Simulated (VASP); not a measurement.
Runs of VASP 6.6.1 on RbGeN. The structure is that of space group P4/nmm (No. 129), or close to it. The cells are those of the table. 

| task | cell | k mesh | cutoff (eV) | gap on the mesh (eV) | pressure (GPa) | largest force (eV/Å) |
| --- | --- | --- | --- | --- | --- | --- |
| single point | a = 4.150, b = 4.150, c = 10.328 Å, 6 atoms | 10 × 10 × 4 | 520 | none | 0.1 | 0.01 |
| single point | a = 4.192, b = 4.192, c = 10.189 Å, 6 atoms | 4 × 4 × 2 | 520 | none | (b) | (a) |
| single point | a = 4.566, b = 4.566, c = 8.036 Å, 6 atoms | 4 × 4 × 2 | 520 | none | -6.6 | 1.33 |
| relaxation of cell and atoms | relaxed from a = 4.566, b = 4.566, c = 8.036 Å, 6 atoms | 4 × 4 × 2 | 600 | none | 0.1 | 0.02 |

Alike in all rows: level PBE; potentials or basis VASP PAW PBE potentials, release 64 (Rb_sv, Ge_d, N); no spin polarisation; smearing gaussian 0.1 eV.

Question: Fill in the values left out.

Answer: (a) 0.03; (b) -0.1.

Caveats: some runs use coarse meshes; forces of over 1 eV/Å act on the atoms, so gaps and moduli don't describe the material at rest (some runs).

A k mesh can miss the band edges, and the runs leave out spin-orbit coupling on Ge, Rb.

A gap of «none» marks levels without a gap at the run's occupations.
